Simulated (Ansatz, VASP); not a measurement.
**NbH2 in VASP and in Ansatz**

```
Nb H
1.0
     0.00000    2.29591    2.29591
     2.29591    0.00000    2.29591
     2.29591    2.29591    0.00000
Nb H
1 2
Direct
  0.00000 0.00000 0.00000
  0.25000 0.25000 0.25000
  0.75000 0.75000 0.75000
```

Alike in both runs: task single point; functional r2SCAN; k mesh 16 × 16 × 16; occupations gaussian, width 0.1 eV; no spin polarisation.

|  | VASP | Ansatz |
| --- | --- | --- |
| version | VASP 6.6.1 | Ansatz 0.2.0 |
| potentials or method | VASP PAW PBE potentials, release 64 (Nb_sv, H), cutoff 520 eV | scalar-relativistic, plane waves, PAW |
| valence electrons in the cell | 15 | 15 |

|  | VASP | Ansatz | Ansatz less VASP |
| --- | --- | --- | --- |
| gap on the k mesh at the Fermi level (eV) | none | none | - |
| pressure (GPa) | -5.5 | -5.2 | +0.28 |

VASP's potentials were made for PBE, not for r2SCAN. A gap of «none» marks a metal or a gap that the smearing closes.
